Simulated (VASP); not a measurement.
Here is a VASP 6.6.1 calculation.

The input POSCAR:

```
TaSi2
1.0
    4.7776781424      0.0000000029      0.0000000000
   -2.3888390737      4.1375906410      0.0000000000
    0.0000000000      0.0000000000      6.5669492289
Ta Si
3 6
Direct
    0.0000000000      0.5000000000      0.1666666667
    0.5000000000      0.5000000000      0.8333333333
    0.5000000000      0.0000000000      0.5000000000
    0.8412364629      0.6824729258      0.5000000000
    0.1587635371      0.8412364629      0.8333333333
    0.6824729258      0.8412364629      0.1666666667
    0.1587635371      0.3175270742      0.5000000000
    0.8412364629      0.1587635371      0.8333333333
    0.3175270742      0.1587635371      0.1666666667
```

Contents of INCAR.step1:

```
  PREC = Accurate
  ENCUT = 520
  ISMEAR = -1
  SIGMA = 0.15
  LREAL = False
  LASPH = True
  NELM = 60
  NBANDS = 38
  GGA = PE
  ALGO = Normal
  EDIFF = 1E-4
  LWAVE = True
  LCHARG = False
```

INCAR.step2

```
  PREC = Accurate
  ENCUT = 520
  EDIFF = 1E-6
  ISMEAR = -1
  SIGMA = 0.15
  LREAL = False
  LASPH = True
  NELM = 60
  ALGO = Normal
  ISIF = 2
  LWAVE = False
  LCHARG = True
  METAGGA = R2SCAN
  LMIXTAU = True
  LELF = True
  LVHAR = True
  NBANDS = 38
  ISTART = 1
```

File KPOINTS:

```
Automatic mesh
0
Gamma
  9 9 6
```

Potentials or basis: VASP PAW PBE potentials, release 64 (Ta_pv, Si).

The run is started by

```console
$ cat potpaw_PBE.64/Ta_pv/POTCAR potpaw_PBE.64/Si/POTCAR > POTCAR
$ cp INCAR.step1 INCAR
$ mpirun -np 1 vasp_std > vasp.out
$ cp INCAR.step2 INCAR
$ mpirun -np 1 vasp_std > vasp.out
```

**Question.** Predict the largest force.

**Answer.** 0.009 eV/Å.

**Question.** Estimate the pressure.

**Answer.** 0.1 GPa.

**Question.** What does it give for the band gap on the k mesh?

**Answer.** Zero (an odd number of electrons rules out a gap without spin polarisation).

Forces in eV/Å, atoms in the order of the input:
```
Ta   0.000  0.000  0.000
Ta   0.000  0.000  0.000
Ta   0.000  0.000  0.000
Si   0.000  0.009  0.000
Si  -0.008  0.004  0.000
Si   0.008  0.004  0.000
Si   0.000 -0.009  0.000
Si   0.008 -0.004  0.000
Si  -0.008 -0.004  0.000
```

Caveat: the PAW data sets were made with another functional, which shifts forces and pressure a little; spin-orbit coupling is left out, which moves the levels of the heavy elements; an odd number of electrons without spin polarisation forces a metal; a magnetic or distorted state may lie lower.
